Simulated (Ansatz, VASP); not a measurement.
# One calculation of BN, two programs

```
B N
1.0
     2.56597    0.00000    0.00000
    -1.28298    2.22219    0.00000
     0.00000    0.00000    4.19775
B N
2 2
Cartesian
  0.0000 1.4815 -0.0016
  1.2830 0.7407 2.0973
  0.0000 1.4815 1.5715
  1.2830 0.7407 3.6704
```

Change from the starting cell: strained cell.

Alike in both runs: functional PBEsol; k mesh 9 × 9 × 6; occupations gaussian, width 0.02 eV; no spin polarisation.

Ansatz relaxed the structure, and its values are those at the end. VASP's run is a single point on that final structure, the one shown.

|  | VASP | Ansatz |
| --- | --- | --- |
| version | VASP 6.6.1 | Ansatz 0.2.0 |
| potentials or method | VASP PAW PBE potentials, release 64 (B, N), cutoff 520 eV | scalar-relativistic, plane waves, PAW |
| valence electrons in the cell | 16 | 16 |

Ansatz gave:

* gap on the k mesh at the Fermi level (eV): 5.04
* least direct gap on the mesh (eV): 8.07
* pressure (GPa): -6.9

Task: Which values does VASP return?

Result: gap on the k mesh at the Fermi level (eV): 5.03; least direct gap on the mesh (eV): 8.07; pressure (GPa): -6.2.

VASP's potentials were made for PBE, not for PBEsol, and Ansatz warns of the same on its side. Ansatz's warnings: stress scf threshold loose.
